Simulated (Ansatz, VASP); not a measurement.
This is a calculation of Mg for Ansatz 0.2.0.

Contents of input.yaml:

```yaml
crystal:
  lattice:
    - [3.0502998005, 0.0, 0.0]
    - [-1.5251499003, 2.6416371164, 0.0]
    - [0.0, 0.0, 3.04483757]
  atoms:
    - { symbol: Mg, position: [0.0, 0.0, 0.0] }
kpoints:
  mp_grid: { grid: [10, 10, 9] }
scf:
  occupations: { method: methfessel_paxton, width: 0.2 }
hamiltonian:
  xc: blyp
  dispersion: d4
  pseudopotentials: { kind: all_electron, lapw: { basis_error: 0.001 } }
output:
  forces: true
  stress: true
relax:
  f_tol: 0.005
  max_steps: 60
  cell: {}
```

Potentials or basis: all-electron LAPW, scalar-relativistic.

Run with:

```console
$ ansatz run input.yaml --threads 1 --pin off --max-ram 3072MiB --backend cpu --events-out ev --progress --plain --runs-dir out
```

Problem. Set up the same calculation for VASP 6.6.1. Potentials there: VASP PAW PBE potentials, release 64 (Mg).

Solution. As run (the cutoff follows the program's own potentials):

Contents of INCAR:

```
SYSTEM = Mg
PREC     = Accurate       ! precision mode
ENCUT    = 600            ! plane-wave cutoff, eV
EDIFF    = 1E-6           ! SCF threshold, eV
ISMEAR   = 1              ! smearing method
SIGMA    = 0.2            ! smearing width, eV
LREAL    = .FALSE.        ! projectors in reciprocal space
LASPH    = .TRUE.         ! aspherical terms in the spheres
NELM     = 80             ! most SCF steps
ALGO     = Normal         ! electronic algorithm
ISIF     = 3              ! what is computed and relaxed
LWAVE    = .FALSE.        ! write WAVECAR
LCHARG   = .FALSE.        ! write CHGCAR
GGA      = B5             ! functional
ALDAX    = 1.0          
AGGAX    = 1.0          
AGGAC    = 1.0          
ALDAC    = 0.0          
IVDW     = 13             ! dispersion correction
IBRION   = 2              ! ionic algorithm
NSW      = 80             ! ionic steps
EDIFFG   = -0.005         ! ionic threshold
VDW_S6   = 1.0          
VDW_S8   = 2.34076671   
VDW_A1   = 0.44488865   
VDW_A2   = 4.0933009
```

Contents of KPOINTS:

```
Automatic mesh
0
G
  10 10 9
  0 0 0
```

Contents of POSCAR:

```
Mg
1.0
    3.0502998005      0.0000000000      0.0000000000
   -1.5251499003      2.6416371164      0.0000000000
    0.0000000000      0.0000000000      3.0448375700
Mg
1
Direct
    0.0000000000      0.0000000000      0.0000000000
```

Potentials or basis: VASP PAW PBE potentials, release 64 (Mg).

Launch:

```bash
$ cat potpaw_PBE.64/Mg/POTCAR > POTCAR
$ mpirun -np 1 vasp_std > vasp.out
```

Both were run:

|  | VASP | Ansatz | Ansatz less VASP |
| --- | --- | --- | --- |
| relaxed volume (Å³/atom) | 24.91 | 24.94 | +0.032 |
| relaxed cell length with the largest relative difference (Å) | 3.062 | 3.063 | +0.0014 |

VASP's potentials were made for PBE, not for BLYP. Ansatz ran all-electron here, and VASP with PAW potentials.
